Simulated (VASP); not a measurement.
# TiAl (Pm-3m) in VASP: further runs

The runs below take TiAl through single point, with r2SCAN.

All numbers are computed with VASP 6.6.1; they aren't measurements. Logs are shortened: lines on timing, memory, paths and dates and some standing lists are left out, and cuts for length are marked.

## (1) The cell of the first run

The structure is cubic, space group Pm-3m (No. 221). Conventional cell: a = 3.136 Å, b = 3.136 Å, c = 3.136 Å, α = 90.00°, β = 90.00°, γ = 90.00°. Ti (site symmetry m-3m) has 8 Al at 2.72 Å and 6 Ti at 3.14 Å within 3.6 Å. Al (site symmetry m-3m) has 8 Ti at 2.72 Å and 6 Al at 3.14 Å within 3.6 Å.

## (2) Single point, r2SCAN

The input, POSCAR:

```
TiAl
1.0
    3.1360984087      0.0000000000      0.0000000000
    0.0000000000      3.1360984087      0.0000000000
    0.0000000000      0.0000000000      3.1360984087
Ti Al
1 1
Direct
    0.0000000000      0.0000000000      0.0000000000
    0.5000000000      0.5000000000      0.5000000000
```

The input, INCAR.step1:

```
PREC = Accurate
ENCUT = 520
ISMEAR = -1
SIGMA = 0.05
LREAL = False
LASPH = True
NELM = 80
NBANDS = 14
GGA = PE
ALGO = Normal
EDIFF = 1E-4
LWAVE = True
LCHARG = False
```

The input, INCAR.step2:

```
PREC = Accurate
ENCUT = 520
EDIFF = 1E-6
ISMEAR = -1
SIGMA = 0.05
LREAL = False
LASPH = True
NELM = 80
ALGO = Normal
ISIF = 2
LWAVE = False
LCHARG = False
METAGGA = R2SCAN
LMIXTAU = True
NBANDS = 14
ISTART = 1
```

The input, KPOINTS:

```
regular mesh
0
Gamma
  8 8 8
```

Potentials or basis: VASP PAW PBE potentials, release 64 (Ti_sv, Al).

Launch:

```bash
cat potpaw_PBE.64/Ti_sv/POTCAR potpaw_PBE.64/Al/POTCAR > POTCAR
cp INCAR.step1 INCAR
mpirun -np 1 vasp_std > vasp.out
cp INCAR.step2 INCAR
mpirun -np 1 vasp_std > vasp.out
```

OUTCAR:

```text
PREC = Accurate
   ENCUT = 520
   EDIFF = 1E-6
   ISMEAR = -1
   LREAL = False
   LASPH = True
   NELM = 80
   ISIF = 2
   METAGGA = R2SCAN
   ISTART = 1

 ion  position               nearest neighbor table
   1  0.000  0.000  0.000-   2 2.72   2 2.72   2 2.72   2 2.72   2 2.72   2 2.72   2 2.72   2 2.72

   2  0.500  0.500  0.500-   1 2.72   1 2.72   1 2.72   1 2.72   1 2.72   1 2.72   1 2.72   1 2.72

  LATTYP: Found a simple cubic cell.
 ALAT       =     3.1360984087

  Lattice vectors:

 A1 = (   3.1360984087,   0.0000000000,   0.0000000000)
 A2 = (   0.0000000000,   3.1360984087,   0.0000000000)
 A3 = (   0.0000000000,   0.0000000000,   3.1360984087)

Analysis of symmetry for initial positions (statically):
=====================================================================
 Subroutine PRICEL returns:
 Original cell was already a primitive cell.

 Routine SETGRP: Setting up the symmetry group for a
 simple cubic supercell.

 Subroutine GETGRP returns: Found 48 space group operations
 (whereof 48 operations were pure point group operations)
 out of a pool of 48 trial point group operations.

The static configuration has the point symmetry O_h .

Analysis of symmetry for dynamics (positions and initial velocities):
=====================================================================
 Subroutine PRICEL returns:
 Original cell was already a primitive cell.

 Routine SETGRP: Setting up the symmetry group for a
 simple cubic supercell.

 Subroutine GETGRP returns: Found 48 space group operations
 (whereof 48 operations were pure point group operations)
 out of a pool of 48 trial point group operations.

The dynamic configuration has the point symmetry O_h .

 Subroutine INISYM returns: Found 48 space group operations
 (whereof 48 operations are pure point group operations),
 and found     1 'primitive' translations

----------------------------------------------------------------------------------------

                                     Primitive cell

  volume of cell :      30.8439

  direct lattice vectors                    reciprocal lattice vectors
     3.136098409  0.000000000  0.000000000     0.318867545  0.000000000  0.000000000
     0.000000000  3.136098409  0.000000000     0.000000000  0.318867545  0.000000000
     0.000000000  0.000000000  3.136098409     0.000000000  0.000000000  0.318867545

  length of vectors
     3.136098409  3.136098409  3.136098409     0.318867545  0.318867545  0.318867545

  position of ions in fractional coordinates (direct lattice)
     0.000000000  0.000000000  0.000000000
     0.500000000  0.500000000  0.500000000

  ion indices of the primitive-cell ions
   primitive index   ion index
                 1           1
                 2           2

----------------------------------------------------------------------------------------

 KPOINTS: regular mesh

Automatic generation of k-mesh.
 Grid dimensions read from file:
 generate k-points for:    8    8    8

 Generating k-lattice:

  Cartesian coordinates                     Fractional coordinates (reciprocal lattice)
     0.039858443  0.000000000  0.000000000     0.125000000  0.000000000  0.000000000
     0.000000000  0.039858443  0.000000000     0.000000000  0.125000000  0.000000000
     0.000000000  0.000000000  0.039858443     0.000000000  0.000000000  0.125000000

  Length of vectors
     0.039858443  0.039858443  0.039858443

  Shift w.r.t. Gamma in fractional coordinates (k-lattice)
     0.000000000  0.000000000  0.000000000

 Subroutine IBZKPT returns following result:
 ===========================================

 Found     35 irreducible k-points:

 Following reciprocal coordinates:
            Coordinates               Weight
  0.000000  0.000000  0.000000      1.000000
  0.125000  0.000000  0.000000      6.000000
  0.250000  0.000000  0.000000      6.000000
  0.375000  0.000000  0.000000      6.000000
  0.500000  0.000000  0.000000      3.000000
  0.125000  0.125000  0.000000     12.000000
[... 16 lines left out ...]
  0.375000  0.375000  0.125000     24.000000
  0.500000  0.375000  0.125000     24.000000
 [... further k-points ...]
   k-points           NKPTS =     35   k-points in BZ     NKDIM =     35   number of bands    NBANDS=     14
   number of dos      NEDOS =    301   number of ions     NIONS =      2
   total plane-waves  NPLWV =  13824
   dimension x,y,z NGX =    24 NGY =   24 NGZ =   24
   dimension x,y,z NGXF=    48 NGYF=   48 NGZF=   48
   ions per type =               1   1
   NGX,Y,Z   is equivalent  to a cutoff of  12.72, 12.72, 12.72 a.u.
   NGXF,Y,Z  is equivalent  to a cutoff of  25.45, 25.45, 25.45 a.u.
 SYSTEM =  unknown system
   PREC   = accura    normal or accurate (medium, high low for compatibility)
   ISTART =      1    job   : 0-new  1-cont  2-samecut
   ICHARG =      0    charge: 1-file 2-atom 10-const
   ISPIN  =      1    spin polarized calculation?
   LNONCOLLINEAR =      F non collinear calculations
   LSORBIT =      F    spin-orbit coupling
   LASPH  =      T    aspherical Exc in radial PAW
   ENCUT  =  520.0 eV  38.22 Ry    6.18 a.u.   5.83  5.83  5.83*2*pi/ulx,y,z
   NELM   =     80;   NELMIN=  2; NELMDL=  0     # of ELM steps
   EDIFF  = 0.1E-05   stopping-criterion for ELM
   LREAL  =      F    real-space projection
   EDIFFG = 0.1E-04   stopping-criterion for IOM
   NSW    =      0    number of steps for IOM
   IBRION =     -1    ionic relax: 0-MD 1-quasi-New 2-CG
   NFREE  =      0    steps in history (QN), initial steepest desc. (CG)
   ISIF   =      2    stress and relaxation
   ISYM   =      2    0-nonsym 1-usesym 2-fastsym
   POTIM  = 0.5000    time-step for ionic-motion
   TEBEG  =    0.0;   TEEND  =   0.0 temperature during run
   PSTRESS=    0.0 pullay stress
   NELECT =      15.0000    total number of electrons
   NUPDOWN=      -1.0000    fix difference up-down
   EMIN   =  10.00;   EMAX   =-10.00  energy-range for DOS
   EFERMI =   0.00;   METHOD = LEGACY
   ISMEAR =    -1;   SIGMA  =   0.05  broadening in eV -4-tet -1-fermi 0-gaus
   EFERMI_NEDOS =   21; number of points for ismear=-14 and -15
   IALGO  =     38    algorithm
   IMIX   =      4    mixing-type and parameters
     AMIX     =   0.40;   BMIX     =  1.00
     AMIX_MAG =   1.60;   BMIX_MAG =  1.00
  volume/ion in A,a.u.               =      15.42       104.07
  Fermi-wavevector in a.u.,A,eV,Ry     =   1.287406  2.432845 22.550493  1.657415
  Thomas-Fermi vector in A             =   2.419422
   LORBIT       =      0    0 simple, 1 ext, 2 COOP (PROOUT), +10 PAW based schemes
   METAGGA = R2SCAN    functional components
   LHFCALC =     F    Hartree Fock is set to
   AEXX    =    0.0000 exact exchange contribution
   IVDW    =     0    specifies the selected vdW correction
   LEPSILON=     F    determine dielectric tensor
   LRPA    =     F    only Hartree local field effects (RPA)
 non-spin polarized calculation
  energy-cutoff  :      520.00
  volume of cell :       30.84
 maximum number of plane-waves:       852
 NGX is ok and might be reduce to    24
   NGX = 11   NGY = 11   NGZ = 11

 number of electron      14.9999994 magnetization

 Free energy of the ion-electron system (eV)
  ---------------------------------------------------
  ext. energy  EPLUGINS =         0.00000000
  ---------------------------------------------------
  free energy    TOTEN  =       -20.29780503 eV

  energy without entropy =      -20.27953828  energy(sigma->0) =      -20.28867166

 E-fermi :   9.2584     XC(G=0): -12.0910

 val. band max:        9.2255177107   @ k =   0.5000   0.3750   0.2500
 cond. band min:       9.2689711005   @ k =   0.3750   0.3750   0.2500
 fundamental gap:      0.0434533898
 Fermi energy:         9.2584282482

 k-point     1 :       0.0000    0.0000    0.0000
  band No.  band energies     occupation
      1     -49.9264      2.00000
      2     -25.0772      2.00000
      3     -25.0772      2.00000
      4     -25.0772      2.00000
      5      -0.7771      2.00000
      6       7.5427      2.00000
      7       7.5427      2.00000
      8      11.4107      0.00000
      9      11.4107      0.00000
     10      11.4107      0.00000
     11      14.1034      0.00000
     12      14.1034      0.00000
     13      14.1034      0.00000
     14      18.5790      0.00000

 k-point     2 :       0.1250    0.0000    0.0000
  band No.  band energies     occupation
      1     -49.9235      2.00000
      2     -25.1089      2.00000
      3     -25.0745      2.00000
      4     -25.0744      2.00000
      5      -0.5071      2.00000
      6       7.3817      2.00000
      7       7.6680      2.00000
      8      10.9763      0.00000
      9      10.9763      0.00000
     10      11.4432      0.00000
     11      13.1933      0.00000
     12      14.7301      0.00000
     13      14.7301      0.00000
     14      18.2129      0.00000

 k-point     3 :       0.2500    0.0000    0.0000
  band No.  band energies     occupation
      1     -49.9167      2.00000
      2     -25.1849      2.00000
      3     -25.0678      2.00000
      4     -25.0678      2.00000
      5       0.2786      2.00000
      6       6.5666      2.00000
      7       7.9992      2.00000
      8      10.2643      0.00000
      9      10.2643      0.00000
     10      11.5229      0.00000
     11      12.3206      0.00000
     12      16.0452      0.00000
     13      16.0452      0.00000
     14      17.3102      0.00000
[... 324 lines left out ...]
 k-point    23 :       0.3750    0.3750    0.1250
  band No.  band energies     occupation
      1     -49.8912      2.00000
      2     -25.2327      2.00000
      3     -25.2293      2.00000
      4     -25.0743      2.00000
      5       3.3225      2.00000
      6       6.3497      2.00000
      7       6.8366      2.00000
      8       8.8754      1.99906
      9      10.1215      0.00000
     10      10.3582      0.00000
     11      12.5305      0.00000
     12      14.3925      0.00000
     13      15.7882      0.00000
     14      17.1516      0.00000

 k-point    24 :       0.5000    0.3750    0.1250
  band No.  band energies     occupation
      1     -49.8885      2.00000
      2     -25.2601      2.00000
      3     -25.2267      2.00000
      4     -25.0714      2.00000
      5       3.8543      2.00000
      6       5.8983      2.00000
      7       7.0700      2.00000
      8       8.5512      2.00000
      9      10.3244      0.00000
     10      10.3495      0.00000
     11      12.3808      0.00000
     12      14.6708      0.00000
     13      14.8759      0.00000
     14      17.3839      0.00000

 [... further k-points ...]
[... 5 lines left out ...]
  --------------------------------------------------------------------------------------
  -------------------------------------------------------------------------------------
  Total        0.8960258      0.8960258      0.8960258     -0.0000000     -0.0000000      0.0000000
  in kB       46.5438219     46.5438219     46.5438219     -0.0000000     -0.0000000      0.0000000
  external PRESSURE =      46.5438219 kB  Pullay stress =       0.0000000 kB

 VOLUME and BASIS-vectors are now :
 -----------------------------------------------------------------------------
  energy-cutoff  :      520.00
  volume of cell :       30.84
      direct lattice vectors                 reciprocal lattice vectors
     3.136098409  0.000000000  0.000000000     0.318867545  0.000000000  0.000000000
     0.000000000  3.136098409  0.000000000     0.000000000  0.318867545  0.000000000
     0.000000000  0.000000000  3.136098409     0.000000000  0.000000000  0.318867545

 POSITION                                       TOTAL-FORCE (eV/Angst)
 -----------------------------------------------------------------------------------
      0.00000      0.00000      0.00000         0.000000      0.000000      0.000000
      1.56805      1.56805      1.56805         0.000000      0.000000      0.000000
 -----------------------------------------------------------------------------------
    total drift:                                0.000000      0.000000      0.000000

  FREE ENERGIE OF THE ION-ELECTRON SYSTEM (eV)
  ---------------------------------------------------
  free  energy   TOTEN  =       -20.2978050320 eV

  energy  without entropy=      -20.2795382844  energy(sigma->0) =      -20.28867166
```

It took 87 s on 1 thread of Intel Xeon 8259CL, shared host; peak memory 0.15 GiB.

Results:

| Property | Result |
| --- | --- |
| Free energy | -20.2978 eV |
| Pressure | 4.7 GPa |

Caveat: the PAW data sets were made with another functional, which shifts forces and pressure a little.

[end of part 1 of 2]
